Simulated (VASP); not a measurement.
# TaGaAs (P4/nmm) in VASP: single point with PBE

Aim: the single point of TaGaAs with PBE.

All numbers are computed with VASP 6.6.1; they aren't measurements. Logs are shortened: lines on timing, memory, paths and dates and some standing lists are left out, and cuts for length are marked.

### Step 1. The cell of the first run

The structure is tetragonal, space group P4/nmm (No. 129). Conventional cell: a = 3.587 Å, b = 3.587 Å, c = 8.055 Å, α = 90.00°, β = 90.00°, γ = 90.00°. Ga (site symmetry -4m2) has 4 Ga at 2.54 Å and 4 Ta at 2.73 Å within 3.3 Å. As (site symmetry 4mm) has 5 Ta at 2.76 to 2.84 Å and 8 As at 3.09 to 3.59 Å and 4 Ga at 3.62 Å within 3.7 Å. Within 3.6 Å of Ta (site symmetry 4mm) lie 4 Ga at 2.73 Å and 5 As at 2.76 to 2.84 Å and 4 Ta at 3.59 Å.

### Step 2. Single point, PBE

Contents of POSCAR:

```
TaGaAs
1.0
    3.5871690000      0.0000000000      0.0000000000
    0.0000000000      3.5871690000      0.0000000000
    0.0000000000      0.0000000000      8.0549840000
Ga As Ta
2 2 2
Direct
    0.0000000000      0.0000000000      0.0000000000
    0.5000000000      0.5000000000      0.0000000000
    0.5000000000      0.0000000000      0.6090000000
    0.0000000000      0.5000000000      0.3910000000
    0.5000000000      0.0000000000      0.2560000000
    0.0000000000      0.5000000000      0.7440000000
```

Contents of INCAR.step1:

```
PREC = Accurate
ENCUT = 520
EDIFF = 1E-6
ISMEAR = -1
SIGMA = 0.1
LREAL = False
LASPH = True
NELM = 80
ALGO = Normal
ISIF = 2
LWAVE = False
LCHARG = True
LMAXMIX = 4
GGA = PE
NBANDS = 38
```

Contents of KPOINTS.step1:

```
regular mesh
0
Gamma
  9 9 4
```

Contents of INCAR.step2:

```
PREC = Accurate
ENCUT = 520
EDIFF = 1E-6
ISMEAR = -5
SIGMA = 0.1
LREAL = False
LASPH = True
NELM = 80
ALGO = Normal
ISIF = 2
LWAVE = False
LCHARG = False
LMAXMIX = 4
GGA = PE
LORBIT = 10
NBANDS = 38
NEDOS = 1001
ICHARG = 11
```

Contents of KPOINTS.step2:

```
regular mesh
0
Gamma
  14 14 6
```

Potentials or basis: VASP PAW PBE potentials, release 64 (Ga_d, As, Ta_pv).

On the command line:

```console
> cat potpaw_PBE.64/Ga_d/POTCAR potpaw_PBE.64/As/POTCAR potpaw_PBE.64/Ta_pv/POTCAR > POTCAR
> cp INCAR.step1 INCAR
> cp KPOINTS.step1 KPOINTS
> mpirun -np 1 vasp_std > vasp.out
> cp INCAR.step2 INCAR
> cp KPOINTS.step2 KPOINTS
> mpirun -np 1 vasp_std > vasp.out
```

OUTCAR:

```text
PREC = Accurate
   ENCUT = 520
   EDIFF = 1E-6
   ISMEAR = -5
   LREAL = False
   LASPH = True
   NELM = 80
   ISIF = 2
   GGA = PE
   LORBIT = 10
   ICHARG = 11

 ion  position               nearest neighbor table
   1  0.000  0.000  0.000-   2 2.54   2 2.54   2 2.54   2 2.54   6 2.73   6 2.73   5 2.73   5 2.73

   2  0.500  0.500  0.000-   1 2.54   1 2.54   1 2.54   1 2.54   5 2.73   6 2.73   6 2.73   5 2.73

   3  0.500  0.000  0.609-   6 2.76   6 2.76   6 2.76   6 2.76   5 2.84
   4  0.000  0.500  0.391-   5 2.76   5 2.76   5 2.76   5 2.76   6 2.84
   5  0.500  0.000  0.256-   1 2.73   2 2.73   2 2.73   1 2.73   4 2.76   4 2.76   4 2.76   4 2.76
                             3 2.84
   6  0.000  0.500  0.744-   1 2.73   2 2.73   1 2.73   2 2.73   3 2.76   3 2.76   3 2.76   3 2.76
                             4 2.84

  LATTYP: Found a simple tetragonal cell.
 ALAT       =     3.5871690000
 C/A-ratio  =     2.2454988878

  Lattice vectors:

 A1 = (   3.5871690000,   0.0000000000,   0.0000000000)
 A2 = (   0.0000000000,   3.5871690000,   0.0000000000)
 A3 = (   0.0000000000,   0.0000000000,   8.0549840000)

Analysis of symmetry for initial positions (statically):
=====================================================================
 Subroutine PRICEL returns:
 Original cell was already a primitive cell.

 Routine SETGRP: Setting up the symmetry group for a
 simple tetragonal supercell.

 Subroutine GETGRP returns: Found 16 space group operations
 (whereof  8 operations were pure point group operations)
 out of a pool of 16 trial point group operations.

The static configuration has the point symmetry D_2d.
 The point group associated with its full space group is D_4h.

Analysis of symmetry for dynamics (positions and initial velocities):
=====================================================================
 Subroutine PRICEL returns:
 Original cell was already a primitive cell.

 Routine SETGRP: Setting up the symmetry group for a
 simple tetragonal supercell.

 Subroutine GETGRP returns: Found 16 space group operations
 (whereof  8 operations were pure point group operations)
 out of a pool of 16 trial point group operations.

The dynamic configuration has the point symmetry D_2d.
 The point group associated with its full space group is D_4h.

 Subroutine INISYM returns: Found 16 space group operations
 (whereof  8 operations are pure point group operations),
 and found     1 'primitive' translations

----------------------------------------------------------------------------------------

                                     Primitive cell

  volume of cell :     103.6498

  direct lattice vectors                    reciprocal lattice vectors
     3.587169000  0.000000000  0.000000000     0.278771365  0.000000000  0.000000000
     0.000000000  3.587169000  0.000000000     0.000000000  0.278771365  0.000000000
     0.000000000  0.000000000  8.054984000     0.000000000  0.000000000  0.124146739

  length of vectors
     3.587169000  3.587169000  8.054984000     0.278771365  0.278771365  0.124146739

  position of ions in fractional coordinates (direct lattice)
     0.000000000  0.000000000  0.000000000
     0.500000000  0.500000000  0.000000000
     0.500000000  0.000000000  0.609000000
     0.000000000  0.500000000  0.391000000
     0.500000000  0.000000000  0.256000000
     0.000000000  0.500000000  0.744000000

  ion indices of the primitive-cell ions
   primitive index   ion index
                 1           1
                 2           2
                 3           3
                 4           4
                 5           5
                 6           6

----------------------------------------------------------------------------------------

 KPOINTS: regular mesh

Automatic generation of k-mesh.
 Grid dimensions read from file:
 generate k-points for:   14   14    6

 Generating k-lattice:

  Cartesian coordinates                     Fractional coordinates (reciprocal lattice)
     0.019912240  0.000000000  0.000000000     0.071428571  0.000000000  0.000000000
     0.000000000  0.019912240  0.000000000     0.000000000  0.071428571  0.000000000
     0.000000000  0.000000000  0.020691123     0.000000000  0.000000000  0.166666667

  Length of vectors
     0.019912240  0.019912240  0.020691123

  Shift w.r.t. Gamma in fractional coordinates (k-lattice)
     0.000000000  0.000000000  0.000000000

 TETIRR: Found   1764 inequivalent tetrahedra from     7056

 Subroutine IBZKPT returns following result:
 ===========================================

 Found    144 irreducible k-points:

 Following reciprocal coordinates:
            Coordinates               Weight
  0.000000  0.000000  0.000000      1.000000
  0.071429  0.000000  0.000000      4.000000
  0.142857  0.000000  0.000000      4.000000
  0.214286  0.000000  0.000000      4.000000
  0.285714  0.000000  0.000000      4.000000
  0.357143  0.000000  0.000000      4.000000
[... 16 lines left out ...]
  0.285714  0.214286  0.000000      8.000000
  0.357143  0.214286  0.000000      8.000000
 [... further k-points ...]
   k-points           NKPTS =    144   k-points in BZ     NKDIM =    144   number of bands    NBANDS=     38
   number of dos      NEDOS =   1001   number of ions     NIONS =      6
   total plane-waves  NPLWV =  47040
   dimension x,y,z NGX =    28 NGY =   28 NGZ =   60
   dimension x,y,z NGXF=    56 NGYF=   56 NGZF=  120
   ions per type =               2   2   2
   NGX,Y,Z   is equivalent  to a cutoff of  12.98, 12.98, 12.38 a.u.
   NGXF,Y,Z  is equivalent  to a cutoff of  25.95, 25.95, 24.77 a.u.
 SYSTEM =  unknown system
   PREC   = accura    normal or accurate (medium, high low for compatibility)
   ISTART =      0    job   : 0-new  1-cont  2-samecut
   ICHARG =     11    charge: 1-file 2-atom 10-const
   ISPIN  =      1    spin polarized calculation?
   LNONCOLLINEAR =      F non collinear calculations
   LSORBIT =      F    spin-orbit coupling
   LASPH  =      T    aspherical Exc in radial PAW
   ENCUT  =  520.0 eV  38.22 Ry    6.18 a.u.   6.67  6.67 14.98*2*pi/ulx,y,z
   NELM   =     80;   NELMIN=  2; NELMDL=  0     # of ELM steps
   EDIFF  = 0.1E-05   stopping-criterion for ELM
   LREAL  =      F    real-space projection
   EDIFFG = 0.1E-04   stopping-criterion for IOM
   NSW    =      0    number of steps for IOM
   IBRION =     -1    ionic relax: 0-MD 1-quasi-New 2-CG
   NFREE  =      0    steps in history (QN), initial steepest desc. (CG)
   ISIF   =      2    stress and relaxation
   ISYM   =      2    0-nonsym 1-usesym 2-fastsym
   POTIM  = 0.5000    time-step for ionic-motion
   TEBEG  =    0.0;   TEEND  =   0.0 temperature during run
   PSTRESS=    0.0 pullay stress
   NELECT =      58.0000    total number of electrons
   NUPDOWN=      -1.0000    fix difference up-down
   EMIN   =  10.00;   EMAX   =-10.00  energy-range for DOS
   EFERMI =   0.00;   METHOD = LEGACY
   ISMEAR =    -5;   SIGMA  =   0.10  broadening in eV -4-tet -1-fermi 0-gaus
   EFERMI_NEDOS =   21; number of points for ismear=-14 and -15
   IALGO  =     38    algorithm
   IMIX   =      4    mixing-type and parameters
     AMIX     =   0.40;   BMIX     =  1.00
     AMIX_MAG =   1.60;   BMIX_MAG =  1.00
  volume/ion in A,a.u.               =      17.27       116.58
  Fermi-wavevector in a.u.,A,eV,Ry     =   1.349050  2.549335 24.761731  1.819936
  Thomas-Fermi vector in A             =   2.476669
   LORBIT       =     10    0 simple, 1 ext, 2 COOP (PROOUT), +10 PAW based schemes
   GGA     = PE    functional components
   LHFCALC =     F    Hartree Fock is set to
   AEXX    =    0.0000 exact exchange contribution
   IVDW    =     0    specifies the selected vdW correction
   LEPSILON=     F    determine dielectric tensor
   LRPA    =     F    only Hartree local field effects (RPA)
 non-spin polarized calculation
 Fermi weights with tetrahedron method with Bloechl corrections
  energy-cutoff  :      520.00
  volume of cell :      103.65
 maximum number of plane-waves:      2816
 NGX is ok and might be reduce to    28

 number of electron      58.0000040 magnetization

 Free energy of the ion-electron system (eV)
  ---------------------------------------------------
  ext. energy  EPLUGINS =         0.00000000
  ---------------------------------------------------
  free energy    TOTEN  =       -40.46948598 eV

  energy without entropy =      -40.46948598  energy(sigma->0) =      -40.46948598

 E-fermi :   6.1817     XC(G=0): -11.8010

 val. band max:        6.2640786953   @ k =   0.1429   0.0714   0.0000
 cond. band min:       6.1191818764   @ k =   0.1429   0.0714   0.5000
 fundamental gap:     -0.1448968189
 Fermi energy:         6.1816561329

 k-point     1 :       0.0000    0.0000    0.0000
  band No.  band energies     occupation
      1     -28.2014      2.00000
      2     -28.1995      2.00000
      3     -28.1995      2.00000
      4     -28.1983      2.00000
      5     -28.1983      2.00000
      6     -28.1872      2.00000
[... 30 lines left out ...]
     37      10.9165      0.00000
     38      12.0977      0.00000

 k-point     2 :       0.0714    0.0000    0.0000
  band No.  band energies     occupation
      1     -28.2040      2.00000
      2     -28.2031      2.00000
      3     -28.2005      2.00000
      4     -28.1990      2.00000
      5     -28.1979      2.00000
      6     -28.1869      2.00000
[... 30 lines left out ...]
     37      11.1297      0.00000
     38      12.0438      0.00000

 k-point     3 :       0.1429    0.0000    0.0000
  band No.  band energies     occupation
      1     -28.2166      2.00000
      2     -28.2157      2.00000
      3     -28.1987      2.00000
      4     -28.1978      2.00000
      5     -28.1967      2.00000
      6     -28.1861      2.00000
[... 30 lines left out ...]
     37      11.2560      0.00000
     38      11.7966      0.00000

 k-point     4 :       0.2143    0.0000    0.0000
  band No.  band energies     occupation
      1     -28.2348      2.00000
      2     -28.2340      2.00000
      3     -28.1959      2.00000
      4     -28.1959      2.00000
      5     -28.1950      2.00000
      6     -28.1849      2.00000
[... 30 lines left out ...]
     37      11.1277      0.00000
     38      11.8800      0.00000
[... 703 lines left out ...]
      4     -28.2281      2.00000
      5     -28.1908      2.00000
      6     -28.1823      2.00000
[... 30 lines left out ...]
     37      11.1533      0.00000
     38      11.2935      0.00000

 k-point    23 :       0.2857    0.2143    0.0000
  band No.  band energies     occupation
      1     -28.2504      2.00000
      2     -28.2501      2.00000
      3     -28.2282      2.00000
      4     -28.2275      2.00000
      5     -28.1877      2.00000
      6     -28.1809      2.00000
[... 30 lines left out ...]
     37      11.0894      0.00000
     38      11.1219      0.00000

 k-point    24 :       0.3571    0.2143    0.0000
  band No.  band energies     occupation
      1     -28.2681      2.00000
      2     -28.2678      2.00000
      3     -28.2260      2.00000
      4     -28.2256      2.00000
      5     -28.1847      2.00000
      6     -28.1800      2.00000
[... 30 lines left out ...]
     37      10.9223      0.00000
     38      11.1575      0.00000

 [... further k-points ...]

------------------------ aborting loop because EDIFF is reached ----------------------------------------

  FORCE on cell =-STRESS in cart. coord.  units (eV):
  Direction    XX          YY          ZZ          XY          YZ          ZX
  --------------------------------------------------------------------------------------
  -------------------------------------------------------------------------------------
  Total       -1.3063091     -1.3063091      1.9324571      0.0000000     -0.0000000      0.0000000
  in kB      -20.1924105    -20.1924105     29.8711598      0.0000000     -0.0000000      0.0000000
  external PRESSURE =      -3.5045538 kB  Pullay stress =       0.0000000 kB

 VOLUME and BASIS-vectors are now :
 -----------------------------------------------------------------------------
  energy-cutoff  :      520.00
  volume of cell :      103.65
      direct lattice vectors                 reciprocal lattice vectors
     3.587169000  0.000000000  0.000000000     0.278771365  0.000000000  0.000000000
     0.000000000  3.587169000  0.000000000     0.000000000  0.278771365  0.000000000
     0.000000000  0.000000000  8.054984000     0.000000000  0.000000000  0.124146739

 POSITION                                       TOTAL-FORCE (eV/Angst)
 -----------------------------------------------------------------------------------
      0.00000      0.00000      0.00000         0.000000     -0.000000      0.000000
      1.79358      1.79358      0.00000         0.000000      0.000000      0.000000
      1.79358      0.00000      4.90549        -0.000000     -0.000000      0.522816
      0.00000      1.79358      3.14950         0.000000     -0.000000     -0.522816
      1.79358      0.00000      2.06208         0.000000     -0.000000      2.162719
      0.00000      1.79358      5.99291         0.000000     -0.000000     -2.162719
 -----------------------------------------------------------------------------------
    total drift:                               -0.000000      0.000000     -0.000000

  FREE ENERGIE OF THE ION-ELECTRON SYSTEM (eV)
  ---------------------------------------------------
  free  energy   TOTEN  =       -40.4694859809 eV

  energy  without entropy=      -40.4694859809  energy(sigma->0) =      -40.46948598

 total charge

# of ion       s       p       d       tot
------------------------------------------
    1        0.921   0.967   9.989  11.877
    2        0.921   0.967   9.989  11.877
    3        1.220   1.491   0.056   2.767
    4        1.220   1.491   0.056   2.767
    5        0.286   6.142   2.320   8.748
    6        0.286   6.142   2.320   8.748
--------------------------------------------------
tot          4.854  17.199  24.730  46.784
```

Wall time 10 min (1 thread of Intel Xeon 8259CL, shared host); peak memory 0.58 GiB.

What came out:

```yaml
Valence_electrons_inside_the_program's_atomic_spheres: Ga 11.88; As 2.77; Ta 8.75
```

Levels at points of the mesh, in eV from the Fermi level:
| k point | band 26 | band 27 | band 28 | band 29 | band 30 | band 31 | band 32 | band 33 |
| --- | --- | --- | --- | --- | --- | --- | --- | --- |
| (0.00, 0.00, 0.00) | -0.36 | -0.36 | 0.36 | 0.36 | 0.44 | 1.38 | 1.70 | 1.79 |
| (0.50, 0.00, 0.00) | -1.74 | -0.53 | -0.53 | 0.51 | 0.51 | 2.28 | 2.28 | 3.36 |
| (0.50, 0.50, 0.00) | -3.03 | -2.04 | -2.04 | -0.93 | -0.93 | 3.19 | 3.19 | 3.25 |
| (0.00, 0.00, 0.50) | -0.97 | -0.97 | -0.89 | 0.85 | 1.12 | 1.12 | 1.71 | 1.78 |
| (0.50, 0.00, 0.50) | -1.83 | -0.68 | -0.68 | 0.79 | 0.79 | 2.50 | 2.50 | 3.37 |
| (0.50, 0.50, 0.50) | -2.00 | -1.63 | -1.63 | -0.91 | -0.91 | 2.23 | 2.23 | 3.19 |

Caveat: spin-orbit coupling is left out, which moves the levels of the heavy elements; tetrahedron occupations give inexact forces and stress in metals.
